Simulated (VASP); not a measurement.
A run of VASP 6.6.1 is set up as follows.

POSCAR

```
MgS
1.0
    3.9430255789      0.0000000000      0.0000000000
   -1.9715127894      3.4147603191      0.0000000000
    0.0000000000      0.0000000000      6.2664415963
Mg S
2 2
Direct
    0.6666666667      0.3333333333      0.4959421184
    0.3333333333      0.6666666667      0.9959421184
    0.3333333333      0.6666666667      0.3790568816
    0.6666666667      0.3333333333      0.8790568816
```

Contents of INCAR.step1:

```
SYSTEM = MgS
PREC = Accurate ; ENCUT = 520
ISMEAR = 1 ; SIGMA = 0.01
LREAL = .FALSE. ; LASPH = .TRUE.
NELM = 60 ; NBANDS = 16
GGA = PE ; ALGO = Normal
EDIFF = 1E-4 ; LWAVE = .TRUE.
LCHARG = .FALSE.
```

File INCAR.step2:

```
SYSTEM = MgS
PREC = Accurate ; ENCUT = 520
EDIFF = 1E-6 ; ISMEAR = 1
SIGMA = 0.01 ; LREAL = .FALSE.
LASPH = .TRUE. ; NELM = 60
ALGO = Normal ; ISIF = 2
LWAVE = .FALSE. ; LCHARG = .FALSE.
METAGGA = R2SCAN ; LMIXTAU = .TRUE.
NBANDS = 16 ; ISTART = 1
```

File KPOINTS:

```
regular mesh
0
G
  6 6 4
  0 0 0
```

Potentials or basis: VASP PAW PBE potentials, release 64 (Mg, S).

Run with:

```bash
$ cat potpaw_PBE.64/Mg/POTCAR potpaw_PBE.64/S/POTCAR > POTCAR
$ cp INCAR.step1 INCAR
$ mpirun -np 1 vasp_std > vasp.out
$ cp INCAR.step2 INCAR
$ mpirun -np 1 vasp_std > vasp.out
```

(1) What does it give for the band gap on the k mesh?

(2) Estimate the pressure.

## Answers

(1) 4.49 eV, direct.

(2) 4.7 GPa.

Caveat: the PAW data sets were made with another functional, which shifts forces and pressure a little.
